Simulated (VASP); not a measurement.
Wanted: the native input for a VASP 6.6.1 run.

```
Task                   : single point
Functional             : BLYP
Potentials or basis    : VASP PAW PBE potentials, release 64 (Ir)
Cutoff                 : 520 eV
k mesh                 : 13 × 13 × 13
Occupations            : fermi-dirac, width 0.1 eV
Spin                   : no spin polarisation
Dipole correction      : no
Further INCAR settings : ALGO = Normal; EDIFF = 1e-06; NBANDS = 10
```

The structure of Ir lies in POSCAR:

```
Ir
1.0
    2.5819032812      0.0000000000      0.0000000000
    0.0000000000      2.5819032812      0.0000000000
    0.0000000000      0.0000000000      2.5819032812
Ir
1
Direct
    0.0000000000      0.0000000000      0.0000000000
```

This cell differs from its parent crystal: volume scaled by 0.96.

The input as run:

INCAR

```
SYSTEM = Ir
  PREC = Accurate
  ENCUT = 520
  EDIFF = 1E-6
  ISMEAR = -1
  SIGMA = 0.1
  LREAL = .False.
  LASPH = .True.
  NELM = 80
  ALGO = Normal
  ISIF = 2
  LWAVE = .False.
  LCHARG = .False.
  GGA = B5
  ALDAX = 1.0
  AGGAX = 1.0
  AGGAC = 1.0
  ALDAC = 0.0
  NBANDS = 10
```

KPOINTS

```
regular mesh
0
Gamma
  13 13 13
  0 0 0
```

Potentials or basis: VASP PAW PBE potentials, release 64 (Ir).

Run with:

```sh
$ cat potpaw_PBE.64/Ir/POTCAR > POTCAR
$ mpirun -np 1 vasp_std > vasp.out
```

It gave:

```yaml
Pressure: 11.2 GPa
```

Caveat: the PAW data sets were made with another functional, which shifts forces and pressure a little.

Run time: 20 s on 1 thread of Intel Xeon 8259CL, on a shared host, peak memory 0.13 GiB.
